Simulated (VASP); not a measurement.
# Fe (Im-3m) in VASP: notebook

Runs on Fe. Level: PBE. Tasks: single point.

Program: VASP 6.6.1. These are calculated values, not measurements. Logs are shortened: lines on timing, memory, paths and dates and some standing lists are left out, and cuts for length are marked.

## (1) The cell of the first run

Symmetry: Im-3m, No. 229, cubic system. Conventional cell: a = 2.831 Å, b = 2.831 Å, c = 2.831 Å, α = 90.00°, β = 90.00°, γ = 90.00°. Within 3.2 Å of Fe (site symmetry m-3m) lie 14 Fe at 2.45 to 2.83 Å.

## (2) Single point, PBE, collinear spin, antiferromagnetic start

INCAR reads:

```
PREC = Accurate
ENCUT = 520
EDIFF = 1E-7
ISMEAR = 0
SIGMA = 0.05
LREAL = False
LASPH = True
NELM = 150
ALGO = Normal
ISIF = 2
LWAVE = False
LCHARG = True
ISPIN = 2
MAGMOM = 2.5 -2.5
LORBIT = 11
LMAXMIX = 4
GGA = PE
LELF = True
LVHAR = True
NBANDS = 19
```

KPOINTS reads:

```
regular mesh
0
Gamma
  12 12 12
```

POSCAR reads:

```
Fe
1.0
    2.8311865458      0.0000000000      0.0000000000
    0.0000000000      2.8311865458      0.0000000000
    0.0000000000      0.0000000000      2.8311865458
Fe
2
Direct
    0.0000000000      0.0000000000      0.0000000000
    0.5000000000      0.5000000000      0.5000000000
```

Potentials or basis: VASP PAW PBE potentials, release 64 (Fe).

On the command line:

```
cat potpaw_PBE.64/Fe/POTCAR > POTCAR
mpirun -np 1 vasp_std > vasp.out
```

OUTCAR:

```text
PREC = Accurate
   ENCUT = 520
   EDIFF = 1E-7
   ISMEAR = 0
   LREAL = False
   LASPH = True
   NELM = 150
   ISIF = 2
   ISPIN = 2
   LORBIT = 11
   GGA = PE

 ion  position               nearest neighbor table
   1  0.000  0.000  0.000-   2 2.45   2 2.45   2 2.45   2 2.45   2 2.45   2 2.45   2 2.45   2 2.45

   2  0.500  0.500  0.500-   1 2.45   1 2.45   1 2.45   1 2.45   1 2.45   1 2.45   1 2.45   1 2.45

  LATTYP: Found a simple cubic cell.
 ALAT       =     2.8311865458

  Lattice vectors:

 A1 = (   2.8311865458,   0.0000000000,   0.0000000000)
 A2 = (   0.0000000000,   2.8311865458,   0.0000000000)
 A3 = (   0.0000000000,   0.0000000000,   2.8311865458)

Analysis of symmetry for initial positions (statically):
=====================================================================
 Subroutine PRICEL returns following result:

  LATTYP: Found a body centered cubic cell.
 ALAT       =     2.8311865458
[... 12 lines left out ...]
 Subroutine GETGRP returns: Found 48 space group operations
 (whereof 48 operations were pure point group operations)
 out of a pool of 48 trial point group operations.

The static configuration has the point symmetry O_h .

Analysis of symmetry for dynamics (positions and initial velocities):
=====================================================================
 Subroutine PRICEL returns following result:

  LATTYP: Found a body centered cubic cell.
 ALAT       =     2.8311865458
[... 12 lines left out ...]
 Subroutine GETGRP returns: Found 48 space group operations
 (whereof 48 operations were pure point group operations)
 out of a pool of 48 trial point group operations.

The dynamic configuration has the point symmetry O_h .

Analysis of structural, dynamic, and magnetic symmetry:
=====================================================================
 Subroutine PRICEL returns following result:

  LATTYP: Found a body centered cubic cell.
 ALAT       =     2.8311865458
[... 12 lines left out ...]
 Subroutine GETGRP returns: Found 48 space group operations
 (whereof 48 operations were pure point group operations)
 out of a pool of 48 trial point group operations.

The overall configuration has the point symmetry O_h .

 Subroutine INISYM returns: Found 48 space group operations
 (whereof 48 operations are pure point group operations),
 and found     2 'primitive' translations

----------------------------------------------------------------------------------------

                                     Primitive cell

[... 104 lines left out ...]
   EFERMI_NEDOS =   21; number of points for ismear=-14 and -15
   IALGO  =     38    algorithm
   IMIX   =      4    mixing-type and parameters
     AMIX     =   0.40;   BMIX     =  1.00
     AMIX_MAG =   1.60;   BMIX_MAG =  1.00
  volume/ion in A,a.u.               =      11.35        76.57
  Fermi-wavevector in a.u.,A,eV,Ry     =   1.457068  2.753458 28.885791  2.123046
  Thomas-Fermi vector in A             =   2.573912
   LORBIT       =     11    0 simple, 1 ext, 2 COOP (PROOUT), +10 PAW based schemes
   GGA     = PE    functional components
   LHFCALC =     F    Hartree Fock is set to
   AEXX    =    0.0000 exact exchange contribution
   IVDW    =     0    specifies the selected vdW correction
   LEPSILON=     F    determine dielectric tensor
   LRPA    =     F    only Hartree local field effects (RPA)
 spin polarized calculation
 Gauss-broadening in eV      SIGMA  =   0.05
  energy-cutoff  :      520.00
  volume of cell :       22.69
 maximum number of plane-waves:       627
 NGX is ok and might be reduce to    24
   NGX = 11   NGY = 11   NGZ = 11

 number of electron      16.0000014 magnetization       0.0000000

 number of electron      16.0000014 magnetization      -0.0000000

 Free energy of the ion-electron system (eV)
  ---------------------------------------------------
  ext. energy  EPLUGINS =         0.00000000
  ---------------------------------------------------
  free energy    TOTEN  =       -15.59160805 eV

  energy without entropy =      -15.58540105  energy(sigma->0) =      -15.58850455

 E-fermi :   6.0554     XC(G=0): -13.1449

 val. band max:        6.0449957756   @ k =   0.3333   0.3333   0.1667
 cond. band min:       6.0567248856   @ k =   0.1667   0.1667   0.1667
 fundamental gap:      0.0117291100
 Fermi energy:         6.0553808535

 spin component 1

 k-point     1 :       0.0000    0.0000    0.0000
  band No.  band energies     occupation
      1      -2.5288      1.00000
      2       1.6778      1.00000
      3       1.6778      1.00000
      4       4.2554      1.00000
      5       4.2554      1.00000
      6       4.2554      1.00000
[... 517 lines left out ...]
     18      26.7540      0.00000
     19      30.4191      0.00000

 [... further k-points ...]

 spin component 2

 k-point     1 :       0.0000    0.0000    0.0000
  band No.  band energies     occupation
      1      -2.5288      1.00000
      2       1.6778      1.00000
      3       1.6778      1.00000
      4       4.2554      1.00000
      5       4.2554      1.00000
      6       4.2554      1.00000
[... 517 lines left out ...]
     18      26.7540      0.00000
     19      30.4191      0.00000

 [... further k-points ...]
[... 5 lines left out ...]
  --------------------------------------------------------------------------------------
  -------------------------------------------------------------------------------------
  Total       -0.9057549     -0.9057549     -0.9057549     -0.0000000     -0.0000000     -0.0000000
  in kB      -63.9463611    -63.9463611    -63.9463611     -0.0000000     -0.0000000     -0.0000000
  external PRESSURE =     -63.9463611 kB  Pullay stress =       0.0000000 kB

 VOLUME and BASIS-vectors are now :
 -----------------------------------------------------------------------------
  energy-cutoff  :      520.00
  volume of cell :       22.69
      direct lattice vectors                 reciprocal lattice vectors
     2.831186546  0.000000000  0.000000000     0.353208799  0.000000000  0.000000000
     0.000000000  2.831186546  0.000000000     0.000000000  0.353208799  0.000000000
     0.000000000  0.000000000  2.831186546     0.000000000  0.000000000  0.353208799

 POSITION                                       TOTAL-FORCE (eV/Angst)
 -----------------------------------------------------------------------------------
      0.00000      0.00000      0.00000         0.000000      0.000000      0.000000
      1.41559      1.41559      1.41559        -0.000000     -0.000000     -0.000000
 -----------------------------------------------------------------------------------
    total drift:                                0.000000      0.000000     -0.000000

  FREE ENERGIE OF THE ION-ELECTRON SYSTEM (eV)
  ---------------------------------------------------
  free  energy   TOTEN  =       -15.5916080496 eV

  energy  without entropy=      -15.5854010488  energy(sigma->0) =      -15.58850455

 total charge

# of ion       s       p       d       tot
------------------------------------------
    1        0.489   0.538   6.242   7.270
    2        0.489   0.538   6.242   7.270
--------------------------------------------------
tot          0.979   1.076  12.485  14.540

 magnetization (x)

# of ion       s       p       d       tot
------------------------------------------
    1        0.019   0.025   1.449   1.493
    2       -0.019  -0.025  -1.449  -1.493
--------------------------------------------------
tot          0.000   0.000   0.000   0.000
```

It took 25 s on 1 thread of Intel Xeon 6975P-C (Granite Rapids), shared host; peak memory 0.18 GiB.

What came out:

- Free energy: -15.5916 eV
- Pressure: -6.4 GPa
- Band gap on the k mesh: zero (filled and empty bands overlap)
- Net moment: 0.00 μB per cell
- Site moments: Fe +1.49, -1.49 μB
- Valence electrons inside the program's atomic spheres: Fe 7.27

## (3) Single point, PBE, collinear spin, ferromagnetic start (volume scaled by 0.960)

INCAR reads:

```
SYSTEM = Fe
PREC = Accurate
ENCUT = 520
EDIFF = 1E-6
ISMEAR = 0
SIGMA = 0.05
LREAL = .FALSE.
LASPH = .TRUE.
NELM = 150
ALGO = Normal
ISIF = 2
LWAVE = .FALSE.
LCHARG = .TRUE.
ISPIN = 2
MAGMOM = 2.43
LORBIT = 11
LMAXMIX = 4
GGA = PE
LELF = .TRUE.
LVHAR = .TRUE.
NBANDS = 14
```

KPOINTS reads:

```
Automatic mesh
0
G
  22 22 22
  0 0 0
```

POSCAR reads:

```
Fe
1.0
   -1.3964612888      1.3964612888      1.3964612888
    1.3964612888     -1.3964612888      1.3964612888
    1.3964612888      1.3964612888     -1.3964612888
Fe
1
Direct
    0.0000000000      0.0000000000      0.0000000000
```

Potentials or basis: VASP PAW PBE potentials, release 64 (Fe).

On the command line:

```
cat potpaw_PBE.64/Fe/POTCAR > POTCAR
mpirun -np 1 vasp_std > vasp.out
```

It took 35 s on 1 thread of Intel Xeon 6975P-C (Granite Rapids), shared host; peak memory 0.19 GiB.

Results (log left out):

| Property | Result |
| --- | --- |
| Free energy | -8.2318 eV |
| Pressure | 9.0 GPa |
| Net moment | 2.14 μB per cell |
| Site moments | Fe +2.13 μB |
| Valence electrons inside the program's atomic spheres | Fe 7.36 |

Levels at points of the mesh, in eV from the Fermi level:
Spin up:
```csv
k point,band 3,band 4,band 5,band 6,band 7,band 8
"(0.00, 0.00, 0.00)",-2.39,-2.39,-1.10,-1.10,25.42,25.42
"(0.50, 0.00, 0.00)",-1.02,-0.89,0.47,0.49,7.73,18.71
"(0.50, 0.50, 0.50)",0.18,0.18,0.18,10.23,10.23,10.23
```
Spin down:
```csv
k point,band 1,band 2,band 3,band 4,band 5,band 6,band 7
"(0.00, 0.00, 0.00)",-8.51,-0.54,-0.54,-0.54,1.61,1.61,25.20
"(0.50, 0.00, 0.00)",-3.91,-1.90,0.63,1.47,1.89,2.62,9.08
"(0.50, 0.50, 0.50)",-3.33,-3.33,2.30,2.30,2.30,10.51,10.51
```

(Part 1 of 2 ends here.)
